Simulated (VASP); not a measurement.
# Sc (I4/mmm) in VASP: notebook, part 2 of 2

VASP 6.6.1. The steps go on from the part before.

### 3 Single point, LDA+U, collinear spin, ferromagnetic start (volume scaled by 0.98)

Input file INCAR:

```
PREC     = Accurate       # precision mode
ENCUT    = 520            # plane-wave cutoff, eV
EDIFF    = 1E-7           # SCF threshold, eV
ISMEAR   = -1             # smearing method
SIGMA    = 0.025          # smearing width, eV
LREAL    = F              # projectors in reciprocal space
LASPH    = T              # aspherical terms in the spheres
NELM     = 150            # most SCF steps
ALGO     = Normal         # electronic algorithm
ISIF     = 2              # what is computed and relaxed
LWAVE    = F              # write WAVECAR
LCHARG   = F              # write CHGCAR
ISPIN    = 2              # spin polarisation
MAGMOM   = 1              # initial moments
LORBIT   = 11             # projections on sites
LMAXMIX  = 4              # l up to which the mixer works
LDAU     = T              # DFT+U
LDAUTYPE = 2            
LDAUL    = 2              # shell
LDAUU    = 3              # U, eV
LDAUJ    = 0            
LDAUPRINT= 1            
GGA      = CA             # functional
NBANDS   = 16             # bands
```

Input file KPOINTS:

```
regular mesh
0
Gamma
  10 10 10
```

Input file POSCAR:

```
Sc
1.0
   -1.9043379473      1.9043379473      1.7060751157
    1.9043379473     -1.9043379473      1.7060751157
    1.9043379473      1.9043379473     -1.7060751157
Sc
1
Direct
    0.0000000000      0.0000000000      0.0000000000
```

Potentials or basis: VASP PAW LDA potentials, release 64 (Sc_sv).

On the command line:

```sh
$ cat potpaw_LDA.64/Sc_sv/POTCAR > POTCAR
$ mpirun -np 1 vasp_std > vasp.out
```

OUTCAR:

```text
PREC = Accurate
   ENCUT = 520
   EDIFF = 1E-7
   ISMEAR = -1
   LREAL = F
   LASPH = T
   NELM = 150
   ISIF = 2
   ISPIN = 2
   LORBIT = 11
   GGA = CA

 ion  position               nearest neighbor table
   1  0.000  0.000  0.000-

  LATTYP: Found a body centered tetragonal cell.
 ALAT       =     3.8086758946
 C/A-ratio  =     0.8958888406

  Lattice vectors:

 A1 = (  -1.9043379473,   1.9043379473,   1.7060751157)
 A2 = (   1.9043379473,  -1.9043379473,   1.7060751157)
 A3 = (   1.9043379473,   1.9043379473,  -1.7060751157)

Analysis of symmetry for initial positions (statically):
=====================================================================
 Subroutine PRICEL returns:
 Original cell was already a primitive cell.

 Routine SETGRP: Setting up the symmetry group for a
 body centered tetragonal supercell.

 Subroutine GETGRP returns: Found 16 space group operations
 (whereof 16 operations were pure point group operations)
 out of a pool of 16 trial point group operations.

The static configuration has the point symmetry D_4h.

Analysis of symmetry for dynamics (positions and initial velocities):
=====================================================================
 Subroutine PRICEL returns:
 Original cell was already a primitive cell.

 Routine SETGRP: Setting up the symmetry group for a
 body centered tetragonal supercell.

 Subroutine GETGRP returns: Found 16 space group operations
 (whereof 16 operations were pure point group operations)
 out of a pool of 16 trial point group operations.

The dynamic configuration has the point symmetry D_4h.

Analysis of structural, dynamic, and magnetic symmetry:
=====================================================================
 Subroutine PRICEL returns:
 Original cell was already a primitive cell.

 Routine SETGRP: Setting up the symmetry group for a
 body centered tetragonal supercell.

 Subroutine GETGRP returns: Found 16 space group operations
 (whereof 16 operations were pure point group operations)
 out of a pool of 16 trial point group operations.

The overall configuration has the point symmetry D_4h.

 Subroutine INISYM returns: Found 16 space group operations
 (whereof 16 operations are pure point group operations),
 and found     1 'primitive' translations

----------------------------------------------------------------------------------------

                                     Primitive cell

  volume of cell :      24.7483

  direct lattice vectors                    reciprocal lattice vectors
    -1.904337947  1.904337947  1.706075116     0.000000000  0.262558440  0.293070332
     1.904337947 -1.904337947  1.706075116     0.262558440  0.000000000  0.293070332
     1.904337947  1.904337947 -1.706075116     0.262558440  0.262558440  0.000000000

  length of vectors
     3.188055573  3.188055573  3.188055573     0.393480817  0.393480817  0.371313706

  position of ions in fractional coordinates (direct lattice)
     0.000000000  0.000000000  0.000000000

  ion indices of the primitive-cell ions
   primitive index   ion index
[... 93 lines left out ...]
     AMIX_MAG =   1.60;   BMIX_MAG =  1.00
  volume/ion in A,a.u.               =      24.75       167.01
  Fermi-wavevector in a.u.,A,eV,Ry     =   1.249368  2.360963 21.237607  1.560920
  Thomas-Fermi vector in A             =   2.383412
   LORBIT       =     11    0 simple, 1 ext, 2 COOP (PROOUT), +10 PAW based schemes
 LDA+U is selected, type is set to LDAUTYPE =  2
   angular momentum for each species LDAUL =     2
   U (eV)           for each species LDAUU =   3.0
   J (eV)           for each species LDAUJ =   0.0
   GGA     = CA    functional components
   LHFCALC =     F    Hartree Fock is set to
   AEXX    =    0.0000 exact exchange contribution
   IVDW    =     0    specifies the selected vdW correction
   LEPSILON=     F    determine dielectric tensor
   LRPA    =     F    only Hartree local field effects (RPA)
 spin polarized calculation
  energy-cutoff  :      520.00
  volume of cell :       24.75
 maximum number of plane-waves:       678
   NGX = 11   NGY = 11   NGZ = 11

atom =   1  type =  1  l = 2

 onsite density matrix

spin component  1

  0.0612 -0.0000  0.0000 -0.0000 -0.0000
 -0.0000  0.0668 -0.0000  0.0000 -0.0000
  0.0000 -0.0000  0.1306  0.0000 -0.0000
 -0.0000  0.0000  0.0000  0.0668  0.0000
 -0.0000 -0.0000 -0.0000  0.0000  0.1088

spin component  2

  0.0506 -0.0000  0.0000 -0.0000 -0.0000
 -0.0000  0.0594 -0.0000  0.0000 -0.0000
  0.0000 -0.0000  0.1222  0.0000 -0.0000
 -0.0000  0.0000  0.0000  0.0594 -0.0000
 -0.0000 -0.0000 -0.0000 -0.0000  0.1048

 occupancies and eigenvectors

  o =  0.0506  v =  0.0000  0.0000  0.0000  0.0000  0.0000  1.0000  0.0000  0.0000  0.0000  0.0000      0.0000  0.0000  0.0000  0.0000  0.0000  0.0000  0.0000  0.0000  0.0000  0.0000
  o =  0.0594  v =  0.0000  0.0000  0.0000  0.0000  0.0000  0.0000 -0.8415 -0.0000 -0.5403 -0.0000      0.0000  0.0000  0.0000  0.0000  0.0000  0.0000  0.0000  0.0000  0.0000  0.0000
  o =  0.0594  v =  0.0000  0.0000  0.0000  0.0000  0.0000  0.0000  0.5403  0.0000 -0.8415  0.0000      0.0000  0.0000  0.0000  0.0000  0.0000  0.0000  0.0000  0.0000  0.0000  0.0000
  o =  0.0612  v =  1.0000  0.0000  0.0000  0.0000  0.0000  0.0000  0.0000  0.0000  0.0000  0.0000      0.0000  0.0000  0.0000  0.0000  0.0000  0.0000  0.0000  0.0000  0.0000  0.0000
  o =  0.0668  v =  0.0000  0.0798  0.0000  0.9968 -0.0000  0.0000  0.0000  0.0000  0.0000  0.0000      0.0000  0.0000  0.0000  0.0000  0.0000  0.0000  0.0000  0.0000  0.0000  0.0000
  o =  0.0668  v =  0.0000  0.9968  0.0000 -0.0798 -0.0000  0.0000  0.0000  0.0000  0.0000  0.0000      0.0000  0.0000  0.0000  0.0000  0.0000  0.0000  0.0000  0.0000  0.0000  0.0000
  o =  0.1048  v =  0.0000  0.0000  0.0000  0.0000  0.0000  0.0000  0.0000 -0.0000  0.0000 -1.0000      0.0000  0.0000  0.0000  0.0000  0.0000  0.0000  0.0000  0.0000  0.0000  0.0000
  o =  0.1088  v =  0.0000  0.0000  0.0000  0.0000  1.0000  0.0000  0.0000  0.0000  0.0000  0.0000      0.0000  0.0000  0.0000  0.0000  0.0000  0.0000  0.0000  0.0000  0.0000  0.0000
  o =  0.1222  v =  0.0000  0.0000  0.0000  0.0000  0.0000  0.0000 -0.0000  1.0000  0.0000 -0.0000      0.0000  0.0000  0.0000  0.0000  0.0000  0.0000  0.0000  0.0000  0.0000  0.0000
  o =  0.1306  v =  0.0000  0.0000  1.0000  0.0000 -0.0000  0.0000  0.0000  0.0000  0.0000  0.0000      0.0000  0.0000  0.0000  0.0000  0.0000  0.0000  0.0000  0.0000  0.0000  0.0000

 number of electron      11.0000002 magnetization       0.0809165

 Free energy of the ion-electron system (eV)
  ---------------------------------------------------
  ext. energy  EPLUGINS =         0.00000000
  ---------------------------------------------------
  free energy    TOTEN  =        -5.32026468 eV

  energy without entropy =       -5.31523725  energy(sigma->0) =       -5.31775097

 E-fermi :   3.9813     XC(G=0): -10.1883

 val. band max:        3.9790081040   @ k =  -0.2000   0.5000   0.1000
 cond. band min:       3.9835079013   @ k =  -0.2000   0.4000   0.2000
 fundamental gap:      0.0044997973
 Fermi energy:         3.9813307007

 spin component 1

 k-point     1 :       0.0000    0.0000    0.0000
  band No.  band energies     occupation
      1     -45.9774      1.00000
      2     -24.7073      1.00000
      3     -24.7073      1.00000
      4     -24.6642      1.00000
      5      -1.6724      1.00000
      6       5.2338      0.00000
[... 895 lines left out ...]
      5       3.1426      1.00000
      6       3.7739      0.99975
[... 8 lines left out ...]
     15      21.6461      0.00000
     16      26.9817      0.00000

 [... further k-points ...]
[... 5 lines left out ...]
  --------------------------------------------------------------------------------------
  -------------------------------------------------------------------------------------
  Total       -0.0339018     -0.0339018      0.4116534      0.0000000     -0.0000000      0.0000000
  in kB       -2.1947577     -2.1947577     26.6499338      0.0000000     -0.0000000      0.0000000
  external PRESSURE =       7.4201395 kB  Pullay stress =       0.0000000 kB

 VOLUME and BASIS-vectors are now :
 -----------------------------------------------------------------------------
  energy-cutoff  :      520.00
  volume of cell :       24.75
      direct lattice vectors                 reciprocal lattice vectors
    -1.904337947  1.904337947  1.706075116     0.000000000  0.262558440  0.293070332
     1.904337947 -1.904337947  1.706075116     0.262558440  0.000000000  0.293070332
     1.904337947  1.904337947 -1.706075116     0.262558440  0.262558440  0.000000000

 POSITION                                       TOTAL-FORCE (eV/Angst)
 -----------------------------------------------------------------------------------
      0.00000      0.00000      0.00000        -0.000000      0.000000      0.000000
 -----------------------------------------------------------------------------------
    total drift:                                0.000000      0.000000      0.000000

  FREE ENERGIE OF THE ION-ELECTRON SYSTEM (eV)
  ---------------------------------------------------
  free  energy   TOTEN  =        -5.3202646828 eV

  energy  without entropy=       -5.3152372517  energy(sigma->0) =       -5.31775097

 total charge

# of ion       s       p       d       tot
------------------------------------------
    1        2.297   6.145   0.822   9.264

 magnetization (x)

# of ion       s       p       d       tot
------------------------------------------
    1       -0.000   0.007   0.037   0.044
```

It took 40 s on 1 thread of Intel Xeon Platinum 8375C at 2.90GHz (Ice Lake), shared host; peak memory 0.17 GiB.

Results:

```yaml
Free_energy: -5.3203 eV
Pressure: 0.7 GPa
Net_moment: 0.08 μB per cell
Site_moments: Sc +0.04 μB
Valence_electrons_inside_the_program's_atomic_spheres: Sc 9.26
```

Eigenvalues of the final occupation matrices:
```csv
site,spin,trace,eigenvalues
site 1 d,1,0.43,0.06 0.07 0.07 0.11 0.13
site 1 d,2,0.40,0.05 0.06 0.06 0.10 0.12
```

Caveat: the cell differs from its parent crystal (volume scaled by 0.98); the U is typed as a test and isn't derived for this compound. The state reached can hang on the start; a lower one may exist.

### 4 Single point, LDA+U, collinear spin, ferromagnetic start

This run uses another cell than the first one, of 25.25 Å³/atom, 1.064 times its volume.

Input file INCAR:

```
  PREC = Accurate
  ENCUT = 520
  EDIFF = 1E-6
  ISMEAR = -1
  SIGMA = 0.025
  LREAL = F
  LASPH = T
  NELM = 150
  ALGO = Fast
  ISIF = 2
  LWAVE = F
  LCHARG = F
  ISPIN = 2
  MAGMOM = 1.01
  LORBIT = 11
  LMAXMIX = 4
  LDAU = T
  LDAUTYPE = 2
  LDAUL = 2
  LDAUU = 3
  LDAUJ = 0
  LDAUPRINT = 1
  GGA = CA
  NBANDS = 16
```

KPOINTS is that of step 3.

Input file POSCAR:

```
Sc
1.0
   -1.9172054859      1.9172054859      1.7176030000
    1.9172054859     -1.9172054859      1.7176030000
    1.9172054859      1.9172054859     -1.7176030000
Sc
1
Direct
    0.0000000000      0.0000000000      0.0000000000
```

On the command line:

```sh
$ cat potpaw_LDA.64/Sc_sv/POTCAR > POTCAR
$ mpirun -np 1 vasp_std > vasp.out
```

It took 40 s on 1 thread of Intel Xeon Platinum 8375C at 2.90GHz (Ice Lake), shared host; peak memory 0.17 GiB.

It converged, with:

```yaml
Free_energy: -5.3208 eV
Pressure: -0.4 GPa
Net_moment: 0.09 μB per cell
Site_moments: Sc +0.05 μB
Valence_electrons_inside_the_program's_atomic_spheres: Sc 9.24
```

Stress tensor (GPa, compression positive):
```
-1.37  0.00  0.00
 0.00 -1.37  0.00
 0.00  0.00  1.49
```

Levels at points of the mesh, in eV from the Fermi level:
Spin up:
```
           k point  band 4  band 5  band 6  band 7  band 8  band 9
(0.00, 0.00, 0.00)  -28.72   -5.61    1.22    1.94    1.94    2.46
(0.50, 0.00, 0.00)  -28.76   -1.78    0.23    0.23    2.90    3.61
(0.50, 0.50, 0.00)  -28.75   -1.99   -0.32    1.06    2.37    3.05
(0.50, 0.50, 0.50)  -28.92   -1.23   -1.03    4.02    4.02    4.16
```
Spin down:
| k point | band 2 | band 3 | band 4 | band 5 | band 6 | band 7 | band 8 | band 9 |
| --- | --- | --- | --- | --- | --- | --- | --- | --- |
| (0.00, 0.00, 0.00) | -28.72 | -28.72 | -28.68 | -5.55 | 1.30 | 2.00 | 2.00 | 2.53 |
| (0.50, 0.00, 0.00) | -29.06 | -28.85 | -28.72 | -1.72 | 0.29 | 0.31 | 2.96 | 3.68 |
| (0.50, 0.50, 0.00) | -29.08 | -28.77 | -28.71 | -1.91 | -0.26 | 1.12 | 2.44 | 3.10 |
| (0.50, 0.50, 0.50) | -29.00 | -29.00 | -28.88 | -1.17 | -0.95 | 4.09 | 4.09 | 4.24 |

Eigenvalues of the final occupation matrices:
| site | spin | trace | eigenvalues |
| --- | --- | --- | --- |
| site 1 d | 1 | 0.43 | 0.06 0.07 0.07 0.11 0.13 |
| site 1 d | 2 | 0.39 | 0.05 0.06 0.06 0.10 0.12 |

Caveat: the U is typed as a test and isn't derived for this compound.

### 5 Single point, LDA+U, collinear spin, ferromagnetic start (volume scaled by 1.02)

Input file INCAR:

```
PREC = Accurate
ENCUT = 520
EDIFF = 1E-6
ISMEAR = -1
SIGMA = 0.025
LREAL = F
LASPH = T
NELM = 150
ALGO = Normal
ISIF = 2
LWAVE = F
LCHARG = F
ISPIN = 2
MAGMOM = 1.02
LORBIT = 11
LMAXMIX = 4
LDAU = T
LDAUTYPE = 2
LDAUL = 2
LDAUU = 3
LDAUJ = 0
LDAUPRINT = 1
NBANDS = 16
```

Input file KPOINTS:

```
Automatic mesh
0
Gamma
  10 10 10
```

Input file POSCAR:

```
Sc
1.0
   -1.9299025810      1.9299025810      1.7289781858
    1.9299025810     -1.9299025810      1.7289781858
    1.9299025810      1.9299025810     -1.7289781858
Sc
1
Direct
    0.0000000000      0.0000000000      0.0000000000
```

On the command line:

```sh
$ cat potpaw_LDA.64/Sc_sv/POTCAR > POTCAR
$ mpirun -np 1 vasp_std > vasp.out
```

Run time: 30 s. Hardware: 1 thread of Intel Xeon Platinum 8375C at 2.90GHz (Ice Lake), shared host; peak memory 0.17 GiB.

The run converged. Its results:

- Free energy: -5.3178 eV
- Pressure: -1.5 GPa
- Net moment: 0.09 μB per cell
- Site moments: Sc +0.05 μB
- Valence electrons inside the program's atomic spheres: Sc 9.23

Stress tensor (GPa, compression positive):
```
-2.46  0.00  0.00
 0.00 -2.46  0.00
 0.00  0.00  0.39
```

Levels at points of the mesh, in eV from the Fermi level:
Spin up:
```tsv
k point	band 2	band 3	band 4	band 5	band 6	band 7	band 8	band 9
(0.00, 0.00, 0.00)	-28.83	-28.83	-28.78	-5.57	1.20	1.90	1.90	2.41
(0.50, 0.00, 0.00)	-29.14	-28.94	-28.83	-1.75	0.20	0.24	2.84	3.53
(0.50, 0.50, 0.00)	-29.16	-28.87	-28.81	-1.96	-0.34	1.04	2.32	2.98
(0.50, 0.50, 0.50)	-29.08	-29.08	-28.97	-1.18	-0.99	3.94	3.94	4.07
```
Spin down:
| k point | band 1 | band 2 | band 3 | band 4 | band 5 | band 6 | band 7 | band 8 | band 9 | band 10 |
| --- | --- | --- | --- | --- | --- | --- | --- | --- | --- | --- |
| (0.00, 0.00, 0.00) | -50.04 | -28.79 | -28.79 | -28.75 | -5.51 | 1.28 | 1.96 | 1.96 | 2.48 | 3.27 |
| (0.50, 0.00, 0.00) | -49.99 | -29.11 | -28.91 | -28.79 | -1.69 | 0.26 | 0.31 | 2.89 | 3.60 | 4.29 |
| (0.50, 0.50, 0.00) | -49.99 | -29.13 | -28.84 | -28.78 | -1.89 | -0.29 | 1.11 | 2.39 | 3.03 | 4.25 |
| (0.50, 0.50, 0.50) | -49.95 | -29.05 | -29.05 | -28.93 | -1.13 | -0.92 | 4.00 | 4.00 | 4.14 | 4.68 |

Eigenvalues of the final occupation matrices:
```csv
site,spin,trace,eigenvalues
site 1 d,1,0.42,0.06 0.07 0.07 0.10 0.13
site 1 d,2,0.38,0.05 0.06 0.06 0.10 0.12
```

Caveat: the cell differs from its parent crystal (volume scaled by 1.02); the U is typed as a test and isn't derived for this compound. The state reached can hang on the start; a lower one may exist.

### 6 Single point, LDA+U, collinear spin, ferromagnetic start (volume scaled by 1.04)

Input file INCAR:

```
SYSTEM = Sc
  PREC = Accurate
  ENCUT = 520
  EDIFF = 1E-6
  ISMEAR = -1
  SIGMA = 0.025
  LREAL = .FALSE.
  LASPH = .TRUE.
  NELM = 150
  ALGO = Normal
  ISIF = 2
  LWAVE = .FALSE.
  LCHARG = .FALSE.
  ISPIN = 2
  MAGMOM = 1.04
  LORBIT = 11
  LMAXMIX = 4
  LDAU = .TRUE.
  LDAUTYPE = 2
  LDAUL = 2
  LDAUU = 3
  LDAUJ = 0
  LDAUPRINT = 1
  NBANDS = 16
```

Input file KPOINTS:

```
Automatic mesh
0
G
  10 10 10
  0 0 0
```

Input file POSCAR:

```
Sc
1.0
   -1.9424347671      1.9424347671      1.7402056315
    1.9424347671     -1.9424347671      1.7402056315
    1.9424347671      1.9424347671     -1.7402056315
Sc
1
Direct
    0.0000000000      0.0000000000      0.0000000000
```

Potentials or basis: VASP PAW LDA potentials, release 64 (Sc_sv).

On the command line:

```sh
$ cat potpaw_LDA.64/Sc_sv/POTCAR > POTCAR
$ mpirun -np 1 vasp_std > vasp.out
```

It took 32 s on 1 thread of Intel Xeon Platinum 8375C at 2.90GHz (Ice Lake), shared host; peak memory 0.18 GiB.

It converged, with:

| Quantity | Value |
| --- | --- |
| Free energy | -5.3115 eV |
| Pressure | -2.5 GPa |
| Net moment | 0.07 μB per cell |
| Site moments | Sc +0.04 μB |
| Valence electrons inside the program's atomic spheres | Sc 9.21 |

Stress tensor (GPa, compression positive):
```
-3.46  0.00  0.00
 0.00 -3.46  0.00
 0.00  0.00 -0.62
```

Levels at points of the mesh, in eV from the Fermi level:
Spin up:
```tsv
k point	band 2	band 3	band 4	band 5	band 6	band 7	band 8	band 9
(0.00, 0.00, 0.00)	-28.89	-28.89	-28.85	-5.51	1.19	1.87	1.87	2.37
(0.50, 0.00, 0.00)	-29.18	-29.00	-28.89	-1.71	0.17	0.25	2.79	3.46
(0.50, 0.50, 0.00)	-29.20	-28.93	-28.88	-1.94	-0.36	1.04	2.27	2.92
(0.50, 0.50, 0.50)	-29.13	-29.13	-29.02	-1.14	-0.95	3.85	3.85	3.98
```
Spin down:
```csv
k point,band 2,band 3,band 4,band 5,band 6,band 7,band 8,band 9
"(0.00, 0.00, 0.00)",-28.86,-28.86,-28.82,-5.47,1.25,1.92,1.92,2.43
"(0.50, 0.00, 0.00)",-29.15,-28.97,-28.86,-1.67,0.22,0.30,2.83,3.51
"(0.50, 0.50, 0.00)",-29.18,-28.90,-28.85,-1.88,-0.31,1.09,2.33,2.96
"(0.50, 0.50, 0.50)",-29.10,-29.10,-28.99,-1.09,-0.89,3.90,3.90,4.04
```

Eigenvalues of the final occupation matrices:
| site | spin | trace | eigenvalues |
| --- | --- | --- | --- |
| site 1 d | 1 | 0.41 | 0.06 0.06 0.06 0.10 0.12 |
| site 1 d | 2 | 0.38 | 0.05 0.06 0.06 0.10 0.12 |

Caveat: the cell differs from its parent crystal (volume scaled by 1.04); the U is typed as a test and isn't derived for this compound. The state reached can hang on the start; a lower one may exist.

### 7 Overview

```csv
cell,gap on the mesh (eV),pressure (GPa),moment (μB)
"a = 3.144 Å, angles 106.6, 106.6, 115.3°, 1 atom",none,3.5,0.02
"a = 3.188 Å, angles 106.6, 106.6, 115.3°, 1 atom",none,0.7,0.08
"a = 3.210 Å, angles 106.6, 106.6, 115.3°, 1 atom",none,-0.4,0.09
"a = 3.231 Å, angles 106.6, 106.6, 115.3°, 1 atom",none,-1.5,0.09
"a = 3.252 Å, angles 106.6, 106.6, 115.3°, 1 atom",none,-2.5,0.07
```

Alike in all rows: task single point; level LDA+U; potentials or basis VASP PAW LDA potentials, release 64 (Sc_sv); spin collinear, ferromagnetic start; Sc d U = 3.0 eV; k mesh 10 × 10 × 10; cutoff (eV) 520; smearing fermi-dirac 0.025 eV.

Caveats: the U is typed as a test and isn't derived for this compound.

Absolute energies hang on the potentials; compare differences alone.
